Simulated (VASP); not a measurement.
# SnO (P4/nmm) in VASP: notebook

SnO is run at these levels: r2SCAN; tasks: single point, relaxation of shape and atoms at fixed volume.

All numbers are computed with VASP 6.6.1; they aren't measurements. Logs are shortened: lines on timing, memory, paths and dates and some standing lists are left out, and cuts for length are marked.

## 1. The cell of the first run

The structure is tetragonal, space group P4/nmm (No. 129). The conventional cell has a = 3.784 Å, b = 3.784 Å, c = 4.697 Å, α = 90.00°, β = 90.00°, γ = 90.00°. Within 2.9 Å of Sn (site symmetry 4mm) lie 4 O at 2.21 Å. Within 2.9 Å of O (site symmetry -4m2) lie 4 Sn at 2.21 Å and 4 O at 2.68 Å.

## 2. Single point, r2SCAN (16.81 Å³/atom)

POSCAR

```
SnO
1.0
    3.7835786092      0.0000000000      0.0000000000
    0.0000000000      3.7835786092      0.0000000000
    0.0000000000      0.0000000000      4.6967814255
Sn O
2 2
Direct
    0.5000000000      0.0000000000      0.2439679633
    0.0000000000      0.5000000000      0.7560320367
    0.0000000000      0.0000000000      0.0000000000
    0.5000000000      0.5000000000      0.0000000000
```

INCAR.step1

```
PREC = Accurate ; ENCUT = 520
ISMEAR = 0 ; SIGMA = 0.01
LREAL = False ; LASPH = True
NELM = 80 ; NBANDS = 28
GGA = PE ; ALGO = Normal
EDIFF = 1E-4 ; LWAVE = True
LCHARG = False
```

INCAR.step2

```
PREC = Accurate ; ENCUT = 520
EDIFF = 1E-6 ; ISMEAR = 0
SIGMA = 0.01 ; LREAL = False
LASPH = True ; NELM = 80
ALGO = Normal ; ISIF = 2
LWAVE = False ; LCHARG = True
METAGGA = R2SCAN ; LMIXTAU = True
LELF = True ; LVHAR = True
NBANDS = 28 ; ISTART = 1
```

KPOINTS

```
regular mesh
0
Gamma
  10 10 8
```

Potentials or basis: VASP PAW PBE potentials, release 64 (Sn_d, O).

Run with:

```
$ cat potpaw_PBE.64/Sn_d/POTCAR potpaw_PBE.64/O/POTCAR > POTCAR
$ cp INCAR.step1 INCAR
$ mpirun -np 1 vasp_std > vasp.out
$ cp INCAR.step2 INCAR
$ mpirun -np 1 vasp_std > vasp.out
```

OUTCAR:

```text
PREC = Accurate
   ENCUT = 520
   EDIFF = 1E-6
   ISMEAR = 0
   LREAL = False
   LASPH = True
   NELM = 80
   ISIF = 2
   METAGGA = R2SCAN
   ISTART = 1

 ion  position               nearest neighbor table
   1  0.500  0.000  0.244-   3 2.21   4 2.21   4 2.21   3 2.21   2 3.52   2 3.52   2 3.52   2 3.52
                             2 3.60   2 3.60   2 3.60   2 3.60
   2  0.000  0.500  0.756-   3 2.21   4 2.21   3 2.21   4 2.21   1 3.52   1 3.52   1 3.52   1 3.52
                             1 3.60   1 3.60   1 3.60   1 3.60
   3  0.000  0.000  0.000-   1 2.21   2 2.21   2 2.21   1 2.21
   4  0.500  0.500  0.000-   1 2.21   2 2.21   1 2.21   2 2.21

  LATTYP: Found a simple tetragonal cell.
 ALAT       =     3.7835786092
 C/A-ratio  =     1.2413595462

  Lattice vectors:

 A1 = (   3.7835786092,   0.0000000000,   0.0000000000)
 A2 = (   0.0000000000,   3.7835786092,   0.0000000000)
 A3 = (   0.0000000000,   0.0000000000,   4.6967814255)

Analysis of symmetry for initial positions (statically):
=====================================================================
 Subroutine PRICEL returns:
 Original cell was already a primitive cell.

 Routine SETGRP: Setting up the symmetry group for a
 simple tetragonal supercell.

 Subroutine GETGRP returns: Found 16 space group operations
 (whereof  8 operations were pure point group operations)
 out of a pool of 16 trial point group operations.

The static configuration has the point symmetry D_2d.
 The point group associated with its full space group is D_4h.

Analysis of symmetry for dynamics (positions and initial velocities):
=====================================================================
 Subroutine PRICEL returns:
 Original cell was already a primitive cell.

 Routine SETGRP: Setting up the symmetry group for a
 simple tetragonal supercell.

 Subroutine GETGRP returns: Found 16 space group operations
 (whereof  8 operations were pure point group operations)
 out of a pool of 16 trial point group operations.

The dynamic configuration has the point symmetry D_2d.
 The point group associated with its full space group is D_4h.

 Subroutine INISYM returns: Found 16 space group operations
 (whereof  8 operations are pure point group operations),
 and found     1 'primitive' translations

----------------------------------------------------------------------------------------

                                     Primitive cell

  volume of cell :      67.2366

  direct lattice vectors                    reciprocal lattice vectors
     3.783578609  0.000000000  0.000000000     0.264300046  0.000000000  0.000000000
     0.000000000  3.783578609  0.000000000     0.000000000  0.264300046  0.000000000
     0.000000000  0.000000000  4.696781426     0.000000000  0.000000000  0.212911760

  length of vectors
     3.783578609  3.783578609  4.696781426     0.264300046  0.264300046  0.212911760

  position of ions in fractional coordinates (direct lattice)
     0.500000000  0.000000000  0.243967963
     0.000000000  0.500000000  0.756032037
     0.000000000  0.000000000  0.000000000
     0.500000000  0.500000000  0.000000000

  ion indices of the primitive-cell ions
   primitive index   ion index
                 1           1
                 2           2
                 3           3
                 4           4

----------------------------------------------------------------------------------------

 KPOINTS: regular mesh

Automatic generation of k-mesh.
 Grid dimensions read from file:
 generate k-points for:   10   10    8

 Generating k-lattice:

  Cartesian coordinates                     Fractional coordinates (reciprocal lattice)
     0.026430005  0.000000000  0.000000000     0.100000000  0.000000000  0.000000000
     0.000000000  0.026430005  0.000000000     0.000000000  0.100000000  0.000000000
     0.000000000  0.000000000  0.026613970     0.000000000  0.000000000  0.125000000

  Length of vectors
     0.026430005  0.026430005  0.026613970

  Shift w.r.t. Gamma in fractional coordinates (k-lattice)
     0.000000000  0.000000000  0.000000000

 Subroutine IBZKPT returns following result:
 ===========================================

 Found    105 irreducible k-points:

 Following reciprocal coordinates:
            Coordinates               Weight
  0.000000  0.000000  0.000000      1.000000
  0.100000  0.000000  0.000000      4.000000
  0.200000  0.000000  0.000000      4.000000
  0.300000  0.000000  0.000000      4.000000
  0.400000  0.000000  0.000000      4.000000
  0.500000  0.000000  0.000000      2.000000
[... 16 lines left out ...]
  0.100000  0.000000  0.125000      8.000000
  0.200000  0.000000  0.125000      8.000000
 [... further k-points ...]
   k-points           NKPTS =    105   k-points in BZ     NKDIM =    105   number of bands    NBANDS=     28
   number of dos      NEDOS =    301   number of ions     NIONS =      4
   total plane-waves  NPLWV =  28224
   dimension x,y,z NGX =    28 NGY =   28 NGZ =   36
   dimension x,y,z NGXF=    56 NGYF=   56 NGZF=   72
   ions per type =               2   2
   NGX,Y,Z   is equivalent  to a cutoff of  12.30, 12.30, 12.74 a.u.
   NGXF,Y,Z  is equivalent  to a cutoff of  24.61, 24.61, 25.48 a.u.
 SYSTEM =  unknown system
   PREC   = accura    normal or accurate (medium, high low for compatibility)
   ISTART =      1    job   : 0-new  1-cont  2-samecut
   ICHARG =      0    charge: 1-file 2-atom 10-const
   ISPIN  =      1    spin polarized calculation?
   LNONCOLLINEAR =      F non collinear calculations
   LSORBIT =      F    spin-orbit coupling
   LASPH  =      T    aspherical Exc in radial PAW
   ENCUT  =  520.0 eV  38.22 Ry    6.18 a.u.   7.03  7.03  8.73*2*pi/ulx,y,z
   NELM   =     80;   NELMIN=  2; NELMDL=  0     # of ELM steps
   EDIFF  = 0.1E-05   stopping-criterion for ELM
   LREAL  =      F    real-space projection
   EDIFFG = 0.1E-04   stopping-criterion for IOM
   NSW    =      0    number of steps for IOM
   IBRION =     -1    ionic relax: 0-MD 1-quasi-New 2-CG
   NFREE  =      0    steps in history (QN), initial steepest desc. (CG)
   ISIF   =      2    stress and relaxation
   ISYM   =      2    0-nonsym 1-usesym 2-fastsym
   POTIM  = 0.5000    time-step for ionic-motion
   TEBEG  =    0.0;   TEEND  =   0.0 temperature during run
   PSTRESS=    0.0 pullay stress
   NELECT =      40.0000    total number of electrons
   NUPDOWN=      -1.0000    fix difference up-down
   EMIN   =  10.00;   EMAX   =-10.00  energy-range for DOS
   EFERMI =   0.00;   METHOD = LEGACY
   ISMEAR =     0;   SIGMA  =   0.01  broadening in eV -4-tet -1-fermi 0-gaus
   EFERMI_NEDOS =   21; number of points for ismear=-14 and -15
   IALGO  =     38    algorithm
   IMIX   =      4    mixing-type and parameters
     AMIX     =   0.40;   BMIX     =  1.00
     AMIX_MAG =   1.60;   BMIX_MAG =  1.00
  volume/ion in A,a.u.               =      16.81       113.43
  Fermi-wavevector in a.u.,A,eV,Ry     =   1.376870  2.601907 25.793522  1.895770
  Thomas-Fermi vector in A             =   2.502075
   LORBIT       =      0    0 simple, 1 ext, 2 COOP (PROOUT), +10 PAW based schemes
   METAGGA = R2SCAN    functional components
   LHFCALC =     F    Hartree Fock is set to
   AEXX    =    0.0000 exact exchange contribution
   IVDW    =     0    specifies the selected vdW correction
   LEPSILON=     F    determine dielectric tensor
   LRPA    =     F    only Hartree local field effects (RPA)
 non-spin polarized calculation
 Gauss-broadening in eV      SIGMA  =   0.01
  energy-cutoff  :      520.00
  volume of cell :       67.24
 maximum number of plane-waves:      1828
   NGX = 15   NGY = 15   NGZ = 17

 number of electron      40.0000006 magnetization

 Free energy of the ion-electron system (eV)
  ---------------------------------------------------
  ext. energy  EPLUGINS =         0.00000000
  ---------------------------------------------------
  free energy    TOTEN  =       -66.87506716 eV

  energy without entropy =      -66.87504434  energy(sigma->0) =      -66.87505575

 E-fermi :   7.7255     XC(G=0): -11.1919

 val. band max:        7.7207414818   @ k =   0.1000   0.0000   0.0000
 cond. band min:       7.7434824577   @ k =   0.0000   0.0000   0.0000
 fundamental gap:      0.0227409759
 Fermi energy:         7.7254805684

 k-point     1 :       0.0000    0.0000    0.0000
  band No.  band energies     occupation
      1     -15.3905      2.00000
      2     -14.7858      2.00000
      3     -14.7853      2.00000
      4     -14.7853      2.00000
      5     -14.7278      2.00000
      6     -14.7107      2.00000
[... 20 lines left out ...]
     27      14.6686      0.00000
     28      15.2371      0.00000

 k-point     2 :       0.1000    0.0000    0.0000
  band No.  band energies     occupation
      1     -15.3845      2.00000
      2     -14.7928      2.00000
      3     -14.7834      2.00000
      4     -14.7818      2.00000
      5     -14.7591      2.00000
      6     -14.7283      2.00000
[... 20 lines left out ...]
     27      14.8454      0.00000
     28      16.0418      0.00000

 k-point     3 :       0.2000    0.0000    0.0000
  band No.  band energies     occupation
      1     -15.3673      2.00000
      2     -14.9221      2.00000
      3     -14.7774      2.00000
      4     -14.7721      2.00000
      5     -14.7599      2.00000
      6     -14.7292      2.00000
[... 20 lines left out ...]
     27      15.0499      0.00000
     28      17.7268      0.00000

 k-point     4 :       0.3000    0.0000    0.0000
  band No.  band energies     occupation
      1     -15.3401      2.00000
      2     -15.0561      2.00000
      3     -14.7674      2.00000
      4     -14.7577      2.00000
      5     -14.7468      2.00000
      6     -14.7297      2.00000
[... 578 lines left out ...]
     27      14.6885      0.00000
     28      15.3733      0.00000

 k-point    23 :       0.1000    0.0000    0.1250
  band No.  band energies     occupation
      1     -15.3814      2.00000
      2     -14.8029      2.00000
      3     -14.7784      2.00000
      4     -14.7781      2.00000
      5     -14.7595      2.00000
      6     -14.7250      2.00000
[... 20 lines left out ...]
     27      14.9180      0.00000
     28      16.1353      0.00000

 k-point    24 :       0.2000    0.0000    0.1250
  band No.  band energies     occupation
      1     -15.3653      2.00000
      2     -14.9304      2.00000
      3     -14.7727      2.00000
      4     -14.7700      2.00000
      5     -14.7624      2.00000
      6     -14.7239      2.00000
[... 20 lines left out ...]
     27      15.2391      0.00000
     28      17.7187      0.00000

 [... further k-points ...]
[... 5 lines left out ...]
  --------------------------------------------------------------------------------------
  -------------------------------------------------------------------------------------
  Total        1.1098160      1.1098160      1.0786529      0.0000000      0.0000000      0.0000000
  in kB       26.4457369     26.4457369     25.7031544      0.0000000      0.0000000      0.0000000
  external PRESSURE =      26.1982094 kB  Pullay stress =       0.0000000 kB

 VOLUME and BASIS-vectors are now :
 -----------------------------------------------------------------------------
  energy-cutoff  :      520.00
  volume of cell :       67.24
      direct lattice vectors                 reciprocal lattice vectors
     3.783578609  0.000000000  0.000000000     0.264300046  0.000000000  0.000000000
     0.000000000  3.783578609  0.000000000     0.000000000  0.264300046  0.000000000
     0.000000000  0.000000000  4.696781426     0.000000000  0.000000000  0.212911760

 POSITION                                       TOTAL-FORCE (eV/Angst)
 -----------------------------------------------------------------------------------
      1.89179      0.00000      1.14586        -0.000000      0.000000      0.143596
      0.00000      1.89179      3.55092         0.000000      0.000000     -0.143596
      0.00000      0.00000      0.00000         0.000000     -0.000000      0.000000
      1.89179      1.89179      0.00000         0.000000      0.000000      0.000000
 -----------------------------------------------------------------------------------
    total drift:                                0.000000      0.000000      0.000000

  FREE ENERGIE OF THE ION-ELECTRON SYSTEM (eV)
  ---------------------------------------------------
  free  energy   TOTEN  =       -66.8750671555 eV

  energy  without entropy=      -66.8750443445  energy(sigma->0) =      -66.87505575
```

Wall time 4.4 min (1 thread of Intel Xeon 6975P-C (Granite Rapids), shared host); peak memory 0.28 GiB.

Results:

```
Free energy            : -66.8751 eV
Pressure               : 2.6 GPa
Largest force          : 0.144 eV/Å
Band gap on the k mesh : zero (bands 20 and 21 overlap by 0.09 eV)
```

Forces in eV/Å, atoms in the order of the input:
```
Sn   0.000  0.000  0.144
Sn   0.000  0.000 -0.144
O    0.000  0.000  0.000
O    0.000  0.000  0.000
```

Caveat: semilocal functionals underestimate gaps, and a narrow one can read as zero; the PAW data sets were made with another functional, which shifts forces and pressure a little; spin-orbit coupling is left out, which moves the levels of the heavy elements.

## 3. Single point, r2SCAN (17.35 Å³/atom)

This run uses another cell than the first one, of 17.35 Å³/atom.

POSCAR

```
SnO
1.0
    3.7975820712      0.0000000000      0.0000000000
    0.0000000000      3.7975820712      0.0000000000
    0.0000000000      0.0000000000      4.8110006629
Sn O
2 2
Direct
    0.5000000000      0.0000000000      0.2381462046
    0.0000000000      0.5000000000      0.7618537954
    0.0000000000      0.0000000000      0.0000000000
    0.5000000000      0.5000000000      0.0000000000
```

INCAR.step1

```
SYSTEM = SnO
PREC = Accurate
ENCUT = 520
ISMEAR = 0
SIGMA = 0.01
LREAL = .FALSE.
LASPH = .TRUE.
NELM = 60
NBANDS = 28
GGA = PE
ALGO = Normal
EDIFF = 1E-4
LWAVE = .TRUE.
LCHARG = .FALSE.
```

INCAR.step2

```
SYSTEM = SnO
PREC = Accurate
ENCUT = 520
EDIFF = 1E-6
ISMEAR = 0
SIGMA = 0.01
LREAL = .FALSE.
LASPH = .TRUE.
NELM = 60
ALGO = Normal
ISIF = 2
LWAVE = .FALSE.
LCHARG = .FALSE.
METAGGA = R2SCAN
LMIXTAU = .TRUE.
NBANDS = 28
ISTART = 1
```

KPOINTS

```
regular mesh
0
G
  10 10 8
  0 0 0
```

Potentials or basis: VASP PAW PBE potentials, release 64 (Sn_d, O).

Run with:

```
$ cat potpaw_PBE.64/Sn_d/POTCAR potpaw_PBE.64/O/POTCAR > POTCAR
$ cp INCAR.step1 INCAR
$ mpirun -np 1 vasp_std > vasp.out
$ cp INCAR.step2 INCAR
$ mpirun -np 1 vasp_std > vasp.out
```

Wall time 4.7 min (1 thread of Intel Xeon 6975P-C (Granite Rapids), shared host); peak memory 0.29 GiB.

The run converged. Its results:

```
Free energy            : -66.8962 eV
Pressure               : 1.5 GPa
Largest force          : 0.149 eV/Å
Band gap on the k mesh : 0.14 eV (least direct gap 2.28 eV)
```

Forces in eV/Å, atoms in the order of the input:
```
Sn   0.000  0.000  0.149
Sn   0.000  0.000 -0.149
O    0.000  0.000  0.000
O    0.000  0.000  0.000
```

Stress tensor (GPa, compression positive):
```
1.52 0.00 0.00
0.00 1.52 0.00
0.00 0.00 1.44
```

Levels at points of the mesh, in eV from the valence-band top:
```csv
k point,band 17,band 18,band 19,band 20,band 21,band 22,band 23,band 24
"(0.00, 0.00, 0.00)",-3.96,-3.66,-3.66,0.00,2.43,4.64,4.83,4.83
"(0.50, 0.00, 0.00)",-5.36,-5.36,-3.03,-3.03,3.50,3.50,6.19,6.19
"(0.50, 0.50, 0.00)",-2.98,-2.98,-2.14,-2.14,0.14,0.14,4.76,4.76
"(0.00, 0.00, 0.50)",-3.67,-3.67,-3.05,-2.58,1.95,3.07,3.07,3.78
"(0.50, 0.00, 0.50)",-5.32,-5.32,-2.04,-2.04,2.81,2.81,5.66,5.66
"(0.50, 0.50, 0.50)",-2.98,-2.98,-2.95,-2.95,2.44,2.44,4.43,4.43
```

Caveat: semilocal functionals underestimate gaps, and a narrow one can read as zero; the PAW data sets were made with another functional, which shifts forces and pressure a little; spin-orbit coupling is left out, which moves the levels of the heavy elements.

(Continued in part 2 of 2.)

The gap in the log of VASP goes by the Fermi energy; the results here count the filled bands.